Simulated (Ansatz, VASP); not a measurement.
One calculation of LiNbO3, two programs

Contents of INCAR:

```
ALGO = Normal
EDIFF = 1E-6
ENCUT = 520
GGA = PE
ISIF = 2
ISMEAR = 0
LASPH = True
LCHARG = False
LREAL = False
LWAVE = False
NBANDS = 45
NELM = 100
PREC = Accurate
SIGMA = 0.05
```

File KPOINTS:

```
k-points
0
Gamma
  6 6 6
```

The input POSCAR:

```
LiNbO3
1.0
    2.6651852139      1.5387454007      4.5000763942
   -2.6651852139      1.5387454007      4.5000763942
    0.0000000000     -3.0774908014      4.5000763942
Li Nb O
2 2 6
Direct
    0.2815913687      0.2815913687      0.2815913687
    0.7815913687      0.7815913687      0.7815913687
    0.0004900497      0.0004900497      0.0004900497
    0.5004900497      0.5004900497      0.5004900497
    0.1104619503      0.3580262714      0.7211003599
    0.7211003599      0.1104619503      0.3580262714
    0.3580262714      0.7211003599      0.1104619503
    0.2211003599      0.8580262714      0.6104619503
    0.8580262714      0.6104619503      0.2211003599
    0.6104619503      0.2211003599      0.8580262714
```

Input for Ansatz:

```yaml
crystal:
  lattice:
    - [2.6651852139, 1.5387454007, 4.5000763942]
    - [-2.6651852139, 1.5387454007, 4.5000763942]
    - [0.0, -3.0774908014, 4.5000763942]
  atoms:
    - { symbol: Li, position: [0.2815913687, 0.2815913687, 0.2815913687] }
    - { symbol: Li, position: [0.7815913687, 0.7815913687, 0.7815913687] }
    - { symbol: Nb, position: [0.0004900497, 0.0004900497, 0.0004900497] }
    - { symbol: Nb, position: [0.5004900497, 0.5004900497, 0.5004900497] }
    - { symbol: O, position: [0.1104619503, 0.3580262714, 0.7211003599] }
    - { symbol: O, position: [0.7211003599, 0.1104619503, 0.3580262714] }
    - { symbol: O, position: [0.3580262714, 0.7211003599, 0.1104619503] }
    - { symbol: O, position: [0.2211003599, 0.8580262714, 0.6104619503] }
    - { symbol: O, position: [0.8580262714, 0.6104619503, 0.2211003599] }
    - { symbol: O, position: [0.6104619503, 0.2211003599, 0.8580262714] }
basis:
  ecutwfc: 520.0
kpoints:
  mp_grid: { grid: [6, 6, 6] }
hamiltonian:
  xc: pbe
  pseudopotentials: { kind: paw, azcp: { folder: soft_1 } }
scf:
  occupations: { method: gaussian, width: 0.05 }
output:
  forces: true
  stress: true
  eigenvalues: true
```

Alike in both runs: task single point; functional PBE; k mesh 6 × 6 × 6; occupations gaussian, width 0.05 eV; no spin polarisation.

|  | VASP | Ansatz |
| --- | --- | --- |
| version | VASP 6.6.1 | Ansatz 0.2.0 |
| potentials or method | VASP PAW PBE potentials, release 64 (Li_sv, Nb_sv, O), cutoff 520 eV | scalar-relativistic, plane waves, PAW |
| valence electrons in the cell | 68 | 68 |

```csv
,VASP,Ansatz,Ansatz less VASP
gap on the k mesh at the Fermi level (eV),3.39,3.40,+0.015
least direct gap on the mesh (eV),3.47,3.48,+0.015
rms of the force components (eV/Å),0.196,0.197,+0.0011
```

Atom by atom the forces differ by 0.009 eV/Å (rms over components). The functional is the same, so the differences come from potentials, cutoffs and numerics.

Noted on VASP's run: the cutoff is short for stress, so the pressure is rough.
